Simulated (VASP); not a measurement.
# Ge3Te2S (P6/mmm) in VASP: notebook

Runs on Ge3Te2S. Level: PBE. Tasks: single point.

Everything below comes from runs of VASP 6.6.1. Logs are shortened: lines on timing, memory, paths and dates and some standing lists are left out, and cuts for length are marked.

### 1 The cell of the first run

It takes space group P6/mmm (No. 191, hexagonal). Conventional cell: a = 6.725 Å, b = 6.725 Å, c = 4.563 Å, α = 90.00°, β = 90.00°, γ = 120.00°. Ge (site symmetry mmm) has 2 Te at 1.94 Å within 2.6 Å. Within 2.6 Å of Te (site symmetry -6m2) lie 3 Ge at 1.94 Å. S (site symmetry 6/mmm) has 6 Ge at 3.36 Å and 6 Te at 3.88 Å and 2 S at 4.56 Å within 4.6 Å.

The cell was generated, and may not be a known phase.

### 2 Single point, PBE

The input, INCAR:

```
ALGO = Normal
EDIFF = 1E-7
ENCUT = 520
GGA = PE
ISIF = 2
ISMEAR = 0
LASPH = True
LCHARG = False
LREAL = False
LWAVE = False
NBANDS = 39
NELM = 80
PREC = Accurate
SIGMA = 0.1
```

The input, KPOINTS:

```
k-points
0
Gamma
  3 3 4
```

The input, POSCAR:

```
Ge3Te2S
1.0
    6.7252263200      0.0000000000      0.0000000000
   -3.3626131600      5.8242168400      0.0000000000
    0.0000000000      0.0000000000      4.5627229300
Ge Te S
3 2 1
Direct
    0.5000000000      0.0000000000      0.5000000000
    0.0000000000      0.5000000000      0.5000000000
    0.5000000000      0.5000000000      0.5000000000
    0.3333333300      0.6666666700      0.5000000000
    0.6666666700      0.3333333300      0.5000000000
    0.0000000000      0.0000000000      0.5000000000
```

Potentials or basis: VASP PAW PBE potentials, release 64 (Ge_d, Te, S).

The run is started by

```
$ cat potpaw_PBE.64/Ge_d/POTCAR potpaw_PBE.64/Te/POTCAR potpaw_PBE.64/S/POTCAR > POTCAR
$ mpirun -np 1 vasp_std > vasp.out
```

OUTCAR:

```text
EDIFF = 1E-7
   ENCUT = 520
   GGA = PE
   ISIF = 2
   ISMEAR = 0
   LASPH = True
   LREAL = False
   NELM = 80
   PREC = Accurate

 ion  position               nearest neighbor table
   1  0.500  0.000  0.500-   4 1.94   5 1.94
   2  0.000  0.500  0.500-   4 1.94   5 1.94
   3  0.500  0.500  0.500-   4 1.94   5 1.94
   4  0.333  0.667  0.500-   2 1.94   1 1.94   3 1.94
   5  0.667  0.333  0.500-   2 1.94   1 1.94   3 1.94
   6  0.000  0.000  0.500-

  LATTYP: Found a hexagonal cell.
 ALAT       =     6.7252263200
 C/A-ratio  =     0.6784489789

  Lattice vectors:

 A1 = (   6.7252263200,   0.0000000000,   0.0000000000)
 A2 = (  -3.3626131600,   5.8242168400,   0.0000000000)
 A3 = (   0.0000000000,   0.0000000000,   4.5627229300)

Analysis of symmetry for initial positions (statically):
=====================================================================
 Subroutine PRICEL returns:
 Original cell was already a primitive cell.

 Routine SETGRP: Setting up the symmetry group for a
 hexagonal supercell.

 Subroutine GETGRP returns: Found 24 space group operations
 (whereof 24 operations were pure point group operations)
 out of a pool of 24 trial point group operations.

The static configuration has the point symmetry D_6h.

Analysis of symmetry for dynamics (positions and initial velocities):
=====================================================================
 Subroutine PRICEL returns:
 Original cell was already a primitive cell.

 Routine SETGRP: Setting up the symmetry group for a
 hexagonal supercell.

 Subroutine GETGRP returns: Found 24 space group operations
 (whereof 24 operations were pure point group operations)
 out of a pool of 24 trial point group operations.

The dynamic configuration has the point symmetry D_6h.

 Subroutine INISYM returns: Found 24 space group operations
 (whereof 24 operations are pure point group operations),
 and found     1 'primitive' translations

----------------------------------------------------------------------------------------

                                     Primitive cell

  volume of cell :     178.7181

[... 76 lines left out ...]
   LSORBIT =      F    spin-orbit coupling
   LASPH  =      T    aspherical Exc in radial PAW
   ENCUT  =  520.0 eV  38.22 Ry    6.18 a.u.  12.50 12.50  8.48*2*pi/ulx,y,z
   NELM   =     80;   NELMIN=  2; NELMDL= -5     # of ELM steps
   EDIFF  = 0.1E-06   stopping-criterion for ELM
   LREAL  =      F    real-space projection
   EDIFFG = 0.1E-05   stopping-criterion for IOM
   NSW    =      0    number of steps for IOM
   IBRION =     -1    ionic relax: 0-MD 1-quasi-New 2-CG
   NFREE  =      0    steps in history (QN), initial steepest desc. (CG)
   ISIF   =      2    stress and relaxation
   ISYM   =      2    0-nonsym 1-usesym 2-fastsym
   POTIM  = 0.5000    time-step for ionic-motion
   TEBEG  =    0.0;   TEEND  =   0.0 temperature during run
   PSTRESS=    0.0 pullay stress
   NELECT =      60.0000    total number of electrons
   NUPDOWN=      -1.0000    fix difference up-down
   EMIN   =  10.00;   EMAX   =-10.00  energy-range for DOS
   EFERMI =   0.00;   METHOD = LEGACY
   ISMEAR =     0;   SIGMA  =   0.10  broadening in eV -4-tet -1-fermi 0-gaus
   EFERMI_NEDOS =   21; number of points for ismear=-14 and -15
   IALGO  =     38    algorithm
   IMIX   =      4    mixing-type and parameters
     AMIX     =   0.40;   BMIX     =  1.00
     AMIX_MAG =   1.60;   BMIX_MAG =  1.00
  volume/ion in A,a.u.               =      29.79       201.01
  Fermi-wavevector in a.u.,A,eV,Ry     =   1.137808  2.150146 17.614205  1.294608
  Thomas-Fermi vector in A             =   2.274513
   LORBIT       =      0    0 simple, 1 ext, 2 COOP (PROOUT), +10 PAW based schemes
   GGA     = PE    functional components
   LHFCALC =     F    Hartree Fock is set to
   AEXX    =    0.0000 exact exchange contribution
   IVDW    =     0    specifies the selected vdW correction
   LEPSILON=     F    determine dielectric tensor
   LRPA    =     F    only Hartree local field effects (RPA)
 non-spin polarized calculation
 Gauss-broadening in eV      SIGMA  =   0.10
  energy-cutoff  :      520.00
  volume of cell :      178.72
 maximum number of plane-waves:      4872
 NGX is ok and might be reduce to    50
   NGX = 25   NGY = 25   NGZ = 17

 number of electron      60.0000004 magnetization

 Free energy of the ion-electron system (eV)
  ---------------------------------------------------
  ext. energy  EPLUGINS =         0.00000000
  ---------------------------------------------------
  free energy    TOTEN  =         9.49293056 eV

  energy without entropy =        9.52877536  energy(sigma->0) =        9.51085296

 E-fermi :   4.1072     XC(G=0):  -8.3064

 val. band max:        4.0694391465   @ k =   0.3333  -0.0000   0.0000
 cond. band min:       4.1216260855   @ k =   0.3333  -0.0000   0.2500
 fundamental gap:      0.0521869390
 Fermi energy:         4.1072261560

 k-point     1 :       0.0000    0.0000    0.0000
  band No.  band energies     occupation
      1     -23.2259      2.00000
      2     -22.9164      2.00000
      3     -22.9164      2.00000
      4     -22.4810      2.00000
      5     -22.4553      2.00000
      6     -22.4486      2.00000
[... 367 lines left out ...]
     38      10.3416      0.00000
     39      10.3714      0.00000

------------------------ aborting loop because EDIFF is reached ----------------------------------------

  FORCE on cell =-STRESS in cart. coord.  units (eV):
  Direction    XX          YY          ZZ          XY          YZ          ZX
  --------------------------------------------------------------------------------------
  -------------------------------------------------------------------------------------
  Total      107.9368356    107.9368356     -0.0925823      0.0000000      0.0000000      0.0000000
  in kB      967.6353533    967.6353535     -0.8299844      0.0000000      0.0000000      0.0000000
  external PRESSURE =     644.8135741 kB  Pullay stress =       0.0000000 kB

 VOLUME and BASIS-vectors are now :
 -----------------------------------------------------------------------------
  energy-cutoff  :      520.00
  volume of cell :      178.72
      direct lattice vectors                 reciprocal lattice vectors
     6.725226320  0.000000000  0.000000000     0.148693881  0.085848452  0.000000000
    -3.362613160  5.824216840  0.000000000     0.000000000  0.171696904  0.000000000
     0.000000000  0.000000000  4.562722930     0.000000000  0.000000000  0.219167373

 POSITION                                       TOTAL-FORCE (eV/Angst)
 -----------------------------------------------------------------------------------
      3.36261      0.00000      2.28136        -0.000000      0.000000      0.000000
     -1.68131      2.91211      2.28136        -0.000000      0.000000      0.000000
      1.68131      2.91211      2.28136        -0.000000      0.000000      0.000000
     -0.00000      3.88281      2.28136        -0.000000      0.000000      0.000000
      3.36261      1.94141      2.28136         0.000000     -0.000000     -0.000000
      0.00000      0.00000      2.28136        -0.000000      0.000000      0.000000
 -----------------------------------------------------------------------------------
    total drift:                                0.000000      0.000000      0.000000

  FREE ENERGIE OF THE ION-ELECTRON SYSTEM (eV)
  ---------------------------------------------------
  free  energy   TOTEN  =         9.4929305635 eV

  energy  without entropy=        9.5287753585  energy(sigma->0) =        9.51085296
```

OSZICAR:

```text
N       E                     dE             d eps       ncg     rms          rms(c)
DAV:   1     0.673751470314E+03    0.67375E+03   -0.28550E+04   874   0.290E+03
DAV:   2     0.124039723982E+03   -0.54971E+03   -0.52598E+03   710   0.831E+02
DAV:   3     0.150344480140E+02   -0.10901E+03   -0.10707E+03   848   0.203E+02
[... 11 lines left out ...]
DAV:  15     0.949293128606E+01    0.17604E-06   -0.47336E-06   791   0.891E-03    0.300E-03
DAV:  16     0.949293093335E+01   -0.35271E-06   -0.51755E-07   671   0.285E-03    0.227E-03
DAV:  17     0.949293065838E+01   -0.27496E-06   -0.89618E-08   567   0.127E-03    0.773E-04
DAV:  18     0.949293054915E+01   -0.10923E-06   -0.11811E-08   491   0.668E-04    0.323E-04
DAV:  19     0.949293056350E+01    0.14348E-07   -0.64645E-09   477   0.511E-04
   1 F= 0.94929306E+01 E0= 0.95108530E+01  d E =-.358448E-01
```

stdout:

```text
POSCAR found type information on POSCAR GeTeS
 POSCAR found :  3 types and       6 ions
 scaLAPACK will be used
 LDA part: xc-table for (Slater+PW92), standard interpolation
 POSCAR, INCAR and KPOINTS ok, starting setup
 FFT: planning ... GRIDC
 FFT: planning ... GRID_SOFT
 FFT: planning ... GRID
 WAVECAR not read
 entering main loop
```

Run time: 2.1 min. Hardware: 1 thread of Intel Xeon 8259CL, shared host; peak memory 0.31 GiB.

Results:

```yaml
Free_energy: 9.4929 eV
Pressure: 64.5 GPa
Band_gap_on_the_k_mesh: zero (bands 30 and 31 overlap by 0.71 eV)
```

Stress tensor (GPa, compression positive):
```
96.76  0.00  0.00
 0.00 96.76  0.00
 0.00  0.00 -0.08
```

Caveat: the stress differs along the axes, from -0 to 97 GPa; spin-orbit coupling is left out, which moves the levels of the heavy elements; this functional lacks dispersion, which binds layers or chains, so the pressure and a relaxed spacing across them are unreliable.

### 3 Single point, PBE

This run uses another cell than the first one, of 39.44 Å³/atom.

The input, INCAR:

```
SYSTEM = Ge3Te2S
PREC = Accurate
ENCUT = 520
EDIFF = 1E-7
ISMEAR = 0
SIGMA = 0.1
LREAL = .FALSE.
LASPH = .TRUE.
NELM = 100
ALGO = Normal
ISIF = 2
LWAVE = .FALSE.
LCHARG = .FALSE.
GGA = PE
NBANDS = 39
```

The input, KPOINTS:

```
regular mesh
0
G
  3 3 6
  0 0 0
```

The input, POSCAR:

```
Ge3Te2S
1.0
   10.1446723593      0.0000000000      0.0000000000
   -5.0723361796      8.7855439762      0.0000000000
    0.0000000000      0.0000000000      2.6548492274
Ge Te S
3 2 1
Direct
    0.5000000000      0.0000000000      0.5000000000
    0.0000000000      0.5000000000      0.5000000000
    0.5000000000      0.5000000000      0.5000000000
    0.3333333333      0.6666666667      0.5000000000
    0.6666666667      0.3333333333      0.5000000000
    0.0000000000      0.0000000000      0.5000000000
```

Potentials or basis: VASP PAW PBE potentials, release 64 (Ge_d, Te, S).

The run is started by

```
$ cat potpaw_PBE.64/Ge_d/POTCAR potpaw_PBE.64/Te/POTCAR potpaw_PBE.64/S/POTCAR > POTCAR
$ mpirun -np 1 vasp_std > vasp.out
```

Wall time 3.8 min (1 thread of Intel Xeon 8259CL, shared host); peak memory 0.4 GiB.

The run converged. Its results:

```yaml
Free_energy: -19.1265 eV
Pressure: -0.1 GPa
Band_gap_on_the_k_mesh: zero (bands 30 and 31 overlap by 0.94 eV)
```

Stress tensor (GPa, compression positive):
```
-0.03  0.00  0.00
 0.00 -0.03  0.00
 0.00  0.00 -0.19
```

Levels at points of the mesh, in eV from the Fermi level:
| k point | band 27 | band 28 | band 29 | band 30 | band 31 | band 32 | band 33 | band 34 |
| --- | --- | --- | --- | --- | --- | --- | --- | --- |
| (0.00, 0.00, 0.00) | -1.68 | -1.08 | -1.08 | -0.71 | -0.39 | 2.60 | 2.60 | 3.87 |
| (0.00, 0.00, 0.50) | -2.78 | -2.23 | -2.23 | 0.55 | 0.55 | 0.73 | 0.73 | 2.36 |

Caveat: the k points lie up to 0.39 Å⁻¹ apart, too coarse for converged energies and pressures of a metal; spin-orbit coupling is left out, which moves the levels of the heavy elements.

The gap in the log of VASP goes by the Fermi energy; the results here count the filled bands.